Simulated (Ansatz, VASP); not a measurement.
SnO2: VASP beside Ansatz

```
Sn O
1.0
     4.46875    0.00000    0.00000
     0.00000    5.04200    0.00000
     0.00000    0.00000    3.40591
Sn O
2 4
Direct
  0.50000 0.50000 0.50000
  0.00000 0.00000 0.00000
  0.30466 0.31147 0.00000
  0.80466 0.18853 0.50000
  0.19534 0.81147 0.50000
  0.69534 0.68853 0.00000
```

Change from the starting cell: volume 12.790 Å^3 an atom, stretch along a over the lengths across it, relative to the relaxed cell 0.8864.

Alike in both runs: functional LDA; k mesh 6 × 6 × 10; occupations gaussian, width 0.05 eV; no spin polarisation.

Ansatz relaxed the structure, and its values are those at the end. VASP's run is a single point on that final structure, the one shown.

|  | VASP | Ansatz |
| --- | --- | --- |
| version | VASP 6.6.1 | Ansatz 0.2.0 |
| potentials or method | VASP PAW LDA potentials, release 64 (Sn_d, O), cutoff 520 eV | scalar-relativistic, plane waves, PAW |
| valence electrons in the cell | 52 | 52 |

|  | VASP | Ansatz | Ansatz less VASP |
| --- | --- | --- | --- |
| gap on the k mesh at the Fermi level (eV) | 0.26 | 0.25 | -0.009 |
| least direct gap on the mesh (eV) | 0.26 | 0.25 | -0.009 |
| pressure (GPa) | -14.6 | -15.5 | -0.91 |

Ansatz warns that its potentials were made for another functional, while VASP's fit it. LDA's correlation is that of Perdew and Zunger in VASP and of Perdew and Wang (1992) in Ansatz. Ansatz's warnings: stress scf threshold loose.
